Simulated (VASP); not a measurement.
# MgO (P6_3mc) in VASP: dielectric tensor with PBEsol

Aim: the dielectric tensor of MgO with PBEsol.

Program: VASP 6.6.1. These are calculated values, not measurements. Logs are shortened: lines on timing, memory, paths and dates and some standing lists are left out, and cuts for length are marked.

**1. The cell of the first run**

It takes space group P6_3mc (No. 186, hexagonal). The conventional cell has a = 3.308 Å, b = 3.308 Å, c = 4.983 Å, α = 90.00°, β = 90.00°, γ = 120.00°. Within 2.6 Å of Mg (site symmetry 3m) lie 4 O at 1.97 to 1.99 Å. O (site symmetry 3m) has 4 Mg at 1.97 to 1.99 Å within 2.6 Å.

**2. Dielectric tensor, PBEsol**

Contents of INCAR:

```
SYSTEM = MgO
ALGO = Normal
EDIFF = 1E-8
ENCUT = 520
GGA = PS
ISIF = 2
ISMEAR = 0
LASPH = .True.
LCHARG = .False.
LEPSILON = .True.
LREAL = .False.
LWAVE = .False.
NELM = 100
PREC = Accurate
SIGMA = 0.01
```

Contents of KPOINTS:

```
k-points
0
Gamma
  6 6 4
  0 0 0
```

Contents of POSCAR:

```
MgO
1.0
    3.3077870000      0.0000000000      0.0000000000
   -1.6538935000      2.8646275723      0.0000000000
    0.0000000000      0.0000000000      4.9828820000
Mg O
2 2
Direct
    0.3333333333      0.6666666667      0.0021600000
    0.6666666667      0.3333333333      0.5021600000
    0.3333333333      0.6666666667      0.4024400000
    0.6666666667      0.3333333333      0.9024400000
```

Potentials or basis: VASP PAW PBE potentials, release 64 (Mg, O).

On the command line:

```sh
$ cat potpaw_PBE.64/Mg/POTCAR potpaw_PBE.64/O/POTCAR > POTCAR
$ mpirun -np 1 vasp_std > vasp.out
```

OUTCAR:

```text
SYSTEM = MgO
   EDIFF = 1E-8
   ENCUT = 520
   GGA = PS
   ISIF = 2
   ISMEAR = 0
   LASPH = .True.
   LEPSILON = .True.
   LREAL = .False.
   NELM = 100
   PREC = Accurate

 ion  position               nearest neighbor table
   1  0.333  0.667  0.002-   4 1.97   4 1.97   4 1.97   3 1.99   2 3.14   2 3.14   2 3.14   2 3.14
                             2 3.14   2 3.14
   2  0.667  0.333  0.502-   3 1.97   3 1.97   3 1.97   4 1.99   1 3.14   1 3.14   1 3.14   1 3.14
                             1 3.14   1 3.14
   3  0.333  0.667  0.402-   2 1.97   2 1.97   2 1.97   1 1.99
   4  0.667  0.333  0.902-   1 1.97   1 1.97   1 1.97   2 1.99

  LATTYP: Found a hexagonal cell.
 ALAT       =     3.3077870000
 C/A-ratio  =     1.5064095723

  Lattice vectors:

 A1 = (   3.3077870000,   0.0000000000,   0.0000000000)
 A2 = (  -1.6538935000,   2.8646275723,   0.0000000000)
 A3 = (   0.0000000000,   0.0000000000,   4.9828820000)

Analysis of symmetry for initial positions (statically):
=====================================================================
 Subroutine PRICEL returns:
 Original cell was already a primitive cell.

 Routine SETGRP: Setting up the symmetry group for a
 hexagonal supercell.

 Subroutine GETGRP returns: Found 12 space group operations
 (whereof  6 operations were pure point group operations)
 out of a pool of 24 trial point group operations.

The static configuration has the point symmetry C_3v.
 The point group associated with its full space group is C_6v.

Analysis of symmetry for dynamics (positions and initial velocities):
=====================================================================
 Subroutine PRICEL returns:
 Original cell was already a primitive cell.

 Routine SETGRP: Setting up the symmetry group for a
 hexagonal supercell.

 Subroutine GETGRP returns: Found 12 space group operations
 (whereof  6 operations were pure point group operations)
 out of a pool of 24 trial point group operations.

The dynamic configuration has the point symmetry C_3v.
 The point group associated with its full space group is C_6v.

 Subroutine INISYM returns: Found 12 space group operations
 (whereof  6 operations are pure point group operations),
 and found     1 'primitive' translations

----------------------------------------------------------------------------------------

                                     Primitive cell

  volume of cell :      47.2157

  direct lattice vectors                    reciprocal lattice vectors
     3.307787000  0.000000000  0.000000000     0.302316927  0.174542759  0.000000000
    -1.653893500  2.864627572  0.000000000     0.000000000  0.349085518  0.000000000
     0.000000000  0.000000000  4.982882000     0.000000000  0.000000000  0.200687072

  length of vectors
     3.307787000  3.307787000  4.982882000     0.349085518  0.349085518  0.200687072

  position of ions in fractional coordinates (direct lattice)
     0.333333333  0.666666667  0.002160000
     0.666666667  0.333333333  0.502160000
     0.333333333  0.666666667  0.402440000
     0.666666667  0.333333333  0.902440000

  ion indices of the primitive-cell ions
   primitive index   ion index
                 1           1
                 2           2
                 3           3
                 4           4

----------------------------------------------------------------------------------------

 KPOINTS: k-points

Automatic generation of k-mesh.
 Grid dimensions read from file:
 generate k-points for:    6    6    4

 Generating k-lattice:

  Cartesian coordinates                     Fractional coordinates (reciprocal lattice)
     0.050386154  0.029090460  0.000000000     0.166666667 -0.000000000  0.000000000
     0.000000000  0.058180920  0.000000000     0.000000000  0.166666667  0.000000000
     0.000000000  0.000000000  0.050171768     0.000000000  0.000000000  0.250000000

[... 98 lines left out ...]
 cond. band min:       4.3769299674   @ k =   0.0000   0.0000   0.0000
 fundamental gap:      3.3440364172
 Fermi energy:         1.1666596004

 k-point     1 :       0.0000    0.0000    0.0000
  band No.  band energies     occupation
      1     -15.1653      2.00000
      2     -14.3339      2.00000
      3      -2.3037      2.00000
      4       0.2374      2.00000
      5       0.2374      2.00000
      6       0.5828      2.00000
      7       0.5828      2.00000
      8       1.0329      2.00000
      9       4.3769      0.00000
     10       9.4355      0.00000
     11      11.2513      0.00000
     12      14.9825      0.00000
[... 286 lines left out ...]
 k-point    21 :       0.3333    0.3333    0.5000
  band No.  band energies     occupation
      1     -14.3198      2.00000
      2     -14.3198      2.00000
      3      -1.6451      2.00000
      4      -1.6451      2.00000
      5      -1.1266      2.00000
      6      -1.1266      2.00000
      7       0.6410      2.00000
      8       0.6410      2.00000
      9       9.3376      0.00000
     10       9.3376      0.00000
     11      10.8229      0.00000
     12      10.8229      0.00000

  FORCE on cell =-STRESS in cart. coord.  units (eV):
  Direction    XX          YY          ZZ          XY          YZ          ZX
  --------------------------------------------------------------------------------------
  -------------------------------------------------------------------------------------
  Total        0.0172865      0.0172865      0.0318342      0.0000000      0.0000000     -0.0000000
  in kB        0.5865870      0.5865870      1.0802351      0.0000000      0.0000000     -0.0000000
  external PRESSURE =       0.7511364 kB  Pullay stress =       0.0000000 kB

 VOLUME and BASIS-vectors are now :
 -----------------------------------------------------------------------------
  energy-cutoff  :      520.00
  volume of cell :       47.22
      direct lattice vectors                 reciprocal lattice vectors
     3.307787000  0.000000000  0.000000000     0.302316927  0.174542759  0.000000000
    -1.653893500  2.864627572  0.000000000     0.000000000  0.349085518  0.000000000
     0.000000000  0.000000000  4.982882000     0.000000000  0.000000000  0.200687072

 POSITION                                       TOTAL-FORCE (eV/Angst)
 -----------------------------------------------------------------------------------
     -0.00000      1.90975      0.01076         0.000000     -0.000000      0.009491
      1.65389      0.95488      2.50220        -0.000000      0.000000      0.009491
     -0.00000      1.90975      2.00531        -0.000000      0.000000     -0.009491
      1.65389      0.95488      4.49675         0.000000     -0.000000     -0.009491
 -----------------------------------------------------------------------------------
    total drift:                               -0.000000     -0.000000      0.001023

  FREE ENERGIE OF THE ION-ELECTRON SYSTEM (eV)
  ---------------------------------------------------
  free  energy   TOTEN  =       -24.5500023322 eV

  energy  without entropy=      -24.5500023322  energy(sigma->0) =      -24.55000233

 HEAD OF MICROSCOPIC STATIC DIELECTRIC TENSOR (INDEPENDENT PARTICLE, excluding Hartree and local field effects)
 ------------------------------------------------------
           3.078122     0.000000     0.000000
           0.000000     3.078122     0.000000
           0.000000     0.000000     3.173057
 ------------------------------------------------------

 Free energy of the ion-electron system (eV)
  ---------------------------------------------------
  ---------------------------------------------------
  free energy    TOTEN  =        -0.28484034 eV

  energy without entropy =       -0.28484034

------------------------ aborting loop because EDIFF is reached ----------------------------------------

--------------------------------------- Ionic step        2  -------------------------------------------

------------------------ aborting loop because EDIFF is reached ----------------------------------------

--------------------------------------- Ionic step        3  -------------------------------------------

 Free energy of the ion-electron system (eV)
  ---------------------------------------------------
  ---------------------------------------------------
  free energy    TOTEN  =        -0.30001534 eV

  energy without entropy =       -0.30001534

------------------------ aborting loop because EDIFF is reached ----------------------------------------

 PIEZOELECTRIC TENSOR FIELD DIRECTION 3  (e Angst)
 -----------------------------------------------------------------------------
     0.13056 -0.00000 -0.00000           ( -0.03018  0.00000  0.00000)
     0.00000  0.13056  0.00000           (  0.00000 -0.03018  0.00000)
    -0.00000  0.00000  0.03121           (  0.00000  0.00000  0.06505)

 PIEZOELECTRIC TENSOR FIELD DIRECTION 3  (C/m^2)
 -----------------------------------------------------------------------------
     0.04430 -0.00000 -0.00000
     0.00000  0.04430  0.00000
    -0.00000  0.00000  0.01059

 MACROSCOPIC STATIC DIELECTRIC TENSOR (including local field effects in DFT)
 ------------------------------------------------------
           2.982035    -0.000000     0.000000
           0.000000     2.982035     0.000000
           0.000000     0.000000     3.102193
 ------------------------------------------------------

 PIEZOELECTRIC TENSOR (including local field effects)  for field in x, y, z        (e  Angst)
          XX          YY          ZZ          XY          YZ          ZX
  --------------------------------------------------------------------------------
  x    -0.00000     0.00000     0.00000     0.00000     0.00000     0.21346
  y    -0.00000    -0.00000     0.00000     0.00000     0.21346     0.00000
  z     0.13056     0.13056     0.03121     0.00000     0.00000     0.00000

 PIEZOELECTRIC TENSOR (including local field effects)  for field in x, y, z        (C/m^2)
          XX          YY          ZZ          XY          YZ          ZX
  --------------------------------------------------------------------------------
  x    -0.00000     0.00000     0.00000     0.00000     0.00000     0.07244
  y    -0.00000    -0.00000     0.00000     0.00000     0.07244     0.00000
  z     0.04430     0.04430     0.01059     0.00000     0.00000     0.00000

 BORN EFFECTIVE CHARGES (including local field effects) (in |e|, cummulative output)
 ---------------------------------------------------------------------------------
 ion    1
    1     1.79176     0.00000     0.00000
    2     0.00000     1.79176    -0.00000
    3     0.00000    -0.00000     1.90737
 ion    2
    1     1.79176     0.00000     0.00000
    2     0.00000     1.79176     0.00000
    3     0.00000     0.00000     1.90737
 ion    3
    1    -1.79176     0.00000     0.00000
    2     0.00000    -1.79176     0.00000
    3     0.00000    -0.00000    -1.90737
 ion    4
    1    -1.79176    -0.00000     0.00000
    2    -0.00000    -1.79176     0.00000
    3     0.00000     0.00000    -1.90737
```

It took 3.6 min on 1 thread of Intel Xeon Platinum 8375C at 2.90GHz (Ice Lake), shared host; peak memory 0.24 GiB.

Results:

```yaml
Band_gap_on_the_k_mesh: 3.34 eV
Electronic_dielectric_tensor_diagonal: 2.98, 2.98, 3.10
Born_charges_mean_of_the_diagonal: Mg +1.83; O -1.83 e
```

Levels at points of the mesh, in eV from the valence-band top:
```
           k point  band 5  band 6  band 7  band 8  band 9  band 10  band 11  band 12
(0.00, 0.00, 0.00)   -0.80   -0.45   -0.45    0.00    3.34     8.40    10.22    13.95
(0.50, 0.00, 0.00)   -1.79   -1.33   -0.85   -0.52    7.61     7.94     9.09    10.63
(0.00, 0.00, 0.50)   -0.63   -0.63   -0.63   -0.63    5.88     5.88    13.09    13.09
(0.50, 0.00, 0.50)   -0.95   -0.95   -0.73   -0.73    7.21     7.21    10.69    10.69
```

Electronic dielectric tensor:
```
2.98 0.00 0.00
0.00 2.98 0.00
0.00 0.00 3.10
```

Born effective charge tensors (e):
atom 1, Mg
```
1.79 0.00 0.00
0.00 1.79 0.00
0.00 0.00 1.91
```
atom 2, Mg
```
1.79 0.00 0.00
0.00 1.79 0.00
0.00 0.00 1.91
```
atom 3, O
```
-1.79  0.00  0.00
 0.00 -1.79  0.00
 0.00  0.00 -1.91
```
atom 4, O
```
-1.79  0.00  0.00
 0.00 -1.79  0.00
 0.00  0.00 -1.91
```

Caveat: the PAW data sets were made with another functional, which shifts forces and pressure a little.
